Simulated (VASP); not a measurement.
# HgTe (I-4m2) in VASP: a series of runs, part 2 of 2

VASP 6.6.1. Earlier steps stand in the parts before.

**4. Single point, PBEsol (strain +0.050 along x and y, -0.050 along z)**

File INCAR:

```
SYSTEM = HgTe
ALGO     = Normal         ! electronic algorithm
EDIFF    = 1E-7           ! SCF threshold, eV
ENCUT    = 520            ! plane-wave cutoff, eV
GGA      = PS             ! functional
ISIF     = 2              ! what is computed and relaxed
ISMEAR   = 0              ! smearing method
LASPH    = .TRUE.         ! aspherical terms in the spheres
LCHARG   = .TRUE.         ! write CHGCAR
LELF     = .TRUE.         ! ELF
LREAL    = .FALSE.        ! projectors in reciprocal space
LVHAR    = .TRUE.       
LWAVE    = .FALSE.        ! write WAVECAR
NBANDS   = 16             ! bands
NELM     = 60             ! most SCF steps
PREC     = Accurate       ! precision mode
SIGMA    = 0.15           ! smearing width, eV
```

File KPOINTS:

```
k-points
0
G
  14 14 14
  0 0 0
```

File POSCAR:

```
HgTe
1.0
    0.0000000000      3.3846750000      3.0623250000
    3.3846750000      0.0000000000      3.0623250000
    3.3846750000      3.3846750000      0.0000000000
Hg Te
1 1
Direct
    0.0000000000      0.0000000000      0.0000000000
    0.7500000000      0.7500000000      0.7500000000
```

Potentials or basis: VASP PAW PBE potentials, release 64 (Hg, Te).

The run is started by

```sh
$ cat potpaw_PBE.64/Hg/POTCAR potpaw_PBE.64/Te/POTCAR > POTCAR
$ mpirun -np 1 vasp_std > vasp.out
```

OUTCAR:

```text
SYSTEM = HgTe
   EDIFF = 1E-7
   ENCUT = 520
   GGA = PS
   ISIF = 2
   ISMEAR = 0
   LASPH = .TRUE.
   LREAL = .FALSE.
   NELM = 60
   PREC = Accurate

 ion  position               nearest neighbor table
   1  0.000  0.000  0.000-   2 2.84   2 2.84   2 2.84   2 2.84
   2  0.750  0.750  0.750-   1 2.84   1 2.84   1 2.84   1 2.84

  LATTYP: Found a body centered tetragonal cell.
 ALAT       =     4.7866532892
 C/A-ratio  =     1.2795265564

  Lattice vectors:

 A1 = (   0.0000000000,  -3.3846750000,  -3.0623250000)
 A2 = (   0.0000000000,   3.3846750000,  -3.0623250000)
 A3 = (   3.3846750000,   0.0000000000,   3.0623250000)

Analysis of symmetry for initial positions (statically):
=====================================================================
 Subroutine PRICEL returns:
 Original cell was already a primitive cell.

 Routine SETGRP: Setting up the symmetry group for a
 body centered tetragonal supercell.

 Subroutine GETGRP returns: Found  8 space group operations
 (whereof  8 operations were pure point group operations)
 out of a pool of 16 trial point group operations.

The static configuration has the point symmetry D_2d.

Analysis of symmetry for dynamics (positions and initial velocities):
[... 162 lines left out ...]
 val. band max:        2.7040114657   @ k =   0.0000   0.0000   0.0000
 cond. band min:       2.8674570305   @ k =   0.0714   0.0000   0.0000
 fundamental gap:      0.1634455648
 Fermi energy:         2.7079899098

 k-point     1 :       0.0000    0.0000    0.0000
  band No.  band energies     occupation
      1      -9.1856      2.00000
      2      -4.5595      2.00000
      3      -4.5595      2.00000
      4      -4.5427      2.00000
      5      -4.1080      2.00000
      6      -4.0463      2.00000
[... 433 lines left out ...]
      3      -4.4607      2.00000
      4      -4.4023      2.00000
      5      -4.0728      2.00000
      6      -4.0541      2.00000
[... 8 lines left out ...]
     15      11.6301      0.00000
     16      11.7489      0.00000

 [... further k-points ...]

------------------------ aborting loop because EDIFF is reached ----------------------------------------

  FORCE on cell =-STRESS in cart. coord.  units (eV):
  Direction    XX          YY          ZZ          XY          YZ          ZX
  --------------------------------------------------------------------------------------
  -------------------------------------------------------------------------------------
  Total       -0.5321911     -0.5321911      0.0751109      0.0000000      0.0000000      0.0000000
  in kB      -12.1524248    -12.1524248      1.7151348      0.0000000      0.0000000      0.0000000
  external PRESSURE =      -7.5299049 kB  Pullay stress =       0.0000000 kB

 VOLUME and BASIS-vectors are now :
 -----------------------------------------------------------------------------
  energy-cutoff  :      520.00
  volume of cell :       70.16
      direct lattice vectors                 reciprocal lattice vectors
     0.000000000  3.384675000  3.062325000    -0.147724671  0.147724671  0.163274636
     3.384675000  0.000000000  3.062325000     0.147724671 -0.147724671  0.163274636
     3.384675000  3.384675000  0.000000000     0.147724671  0.147724671 -0.163274636

 POSITION                                       TOTAL-FORCE (eV/Angst)
 -----------------------------------------------------------------------------------
      0.00000      0.00000      0.00000        -0.000000     -0.000000      0.000000
      5.07701      5.07701      4.59349         0.000000      0.000000     -0.000000
 -----------------------------------------------------------------------------------
    total drift:                                0.000000      0.000000     -0.000000

  FREE ENERGIE OF THE ION-ELECTRON SYSTEM (eV)
  ---------------------------------------------------
  free  energy   TOTEN  =        -4.3543881020 eV

  energy  without entropy=       -4.3540924963  energy(sigma->0) =       -4.35424030
```

stdout:

```text
POSCAR found type information on POSCAR HgTe
 POSCAR found :  2 types and       2 ions
 scaLAPACK will be used
 -----------------------------------------------------------------------------
|                                                                             |
|                                                                             |
|     You enforced a specific xc type in the INCAR file but a different       |
|     I HOPE YOU KNOW WHAT YOU ARE DOING!                                     |
|                                                                             |
 -----------------------------------------------------------------------------

 LDA part: xc-table for (Slater+PW92), standard interpolation
 POSCAR, INCAR and KPOINTS ok, starting setup
 FFT: planning ... GRIDC
 FFT: planning ... GRID_SOFT
 FFT: planning ... GRID
 WAVECAR not read
 entering main loop
```

Run time: 3.8 min. Hardware: 1 thread of Intel Xeon 6975P-C (Granite Rapids), shared host; peak memory 0.42 GiB.

Results:

| Property | Result |
| --- | --- |
| Free energy | -4.3544 eV |
| Pressure | -0.8 GPa |

Caveat: the cell differs from its parent crystal (strain +0.050 along x and y, -0.050 along z); the PAW data sets were made with another functional, which shifts forces and pressure a little; spin-orbit coupling is left out, which moves the levels of the heavy elements.

**5. Single point, PBEsol (strain +0.050 along x and y, +0.000 along z)**

File INCAR:

```
SYSTEM = HgTe
PREC = Accurate
ENCUT = 520
EDIFF = 1E-7
ISMEAR = 0
SIGMA = 0.15
LREAL = .FALSE.
LASPH = .TRUE.
NELM = 100
ALGO = Normal
ISIF = 2
LWAVE = .FALSE.
LCHARG = .FALSE.
GGA = PS
NBANDS = 16
```

File KPOINTS:

```
regular mesh
0
G
  14 14 14
  0 0 0
```

File POSCAR:

```
HgTe
1.0
    0.0000000000      3.3846750000      3.2235000000
    3.3846750000      0.0000000000      3.2235000000
    3.3846750000      3.3846750000      0.0000000000
Hg Te
1 1
Direct
    0.0000000000      0.0000000000      0.0000000000
    0.7500000000      0.7500000000      0.7500000000
```

The run is started by

```sh
$ cat potpaw_PBE.64/Hg/POTCAR potpaw_PBE.64/Te/POTCAR > POTCAR
$ mpirun -np 1 vasp_std > vasp.out
```

It took 4 min on 1 thread of Intel Xeon 6975P-C (Granite Rapids), shared host; peak memory 0.43 GiB.

The run converged. Its results:

| Quantity | Value |
| --- | --- |
| Free energy | -4.3354 eV |
| Pressure | -2.4 GPa |

Stress tensor (GPa, compression positive):
```
-2.64  0.00  0.00
 0.00 -2.64  0.00
 0.00  0.00 -1.84
```

Levels at points of the mesh, in eV from the Fermi level:
```tsv
k point	band 6	band 7	band 8	band 9	band 10	band 11	band 12	band 13
(0.00, 0.00, 0.00)	-6.55	-1.15	-0.19	-0.19	-0.05	4.20	4.21	4.21
(0.50, 0.00, 0.00)	-6.31	-5.10	-1.06	-0.87	0.49	4.81	5.06	6.55
(0.50, 0.50, 0.00)	-6.16	-4.99	-2.18	-2.18	1.51	2.37	7.84	8.32
(0.50, 0.00, 0.50)	-6.23	-5.19	-2.05	-1.95	1.83	2.54	7.55	8.13
```

Caveat: the cell differs from its parent crystal (strain +0.050 along x and y, +0.000 along z); the PAW data sets were made with another functional, which shifts forces and pressure a little; spin-orbit coupling is left out, which moves the levels of the heavy elements.

**6. The runs side by side**

```tsv
cell	pressure (GPa)
a = 4.564, b = 4.564, c = 4.331 Å, angles 61.7, 61.7, 56.6°, 2 atoms	4.2
a = 4.446, b = 4.446, c = 4.559 Å, angles 59.2, 59.2, 61.7°, 2 atoms	4.2
a = 4.564, b = 4.564, c = 4.787 Å, angles 58.4, 58.4, 63.2°, 2 atoms	-0.8
a = 4.674, b = 4.674, c = 4.787 Å, angles 59.2, 59.2, 61.6°, 2 atoms	-2.4
```

Alike in all rows: task single point; level PBEsol; potentials or basis VASP PAW PBE potentials, release 64 (Hg, Te); no spin polarisation; k mesh 14 × 14 × 14; cutoff (eV) 520; smearing gaussian 0.15 eV.

Caveats: the PAW data sets were made with another functional, which shifts forces and pressure a little; spin-orbit coupling is left out, which moves the levels of the heavy elements; the cell stands under pressure (at least some runs); semilocal functionals underestimate gaps, so a narrow gap can read as zero (at least some runs).

Absolute energies hang on the potentials; compare differences alone.
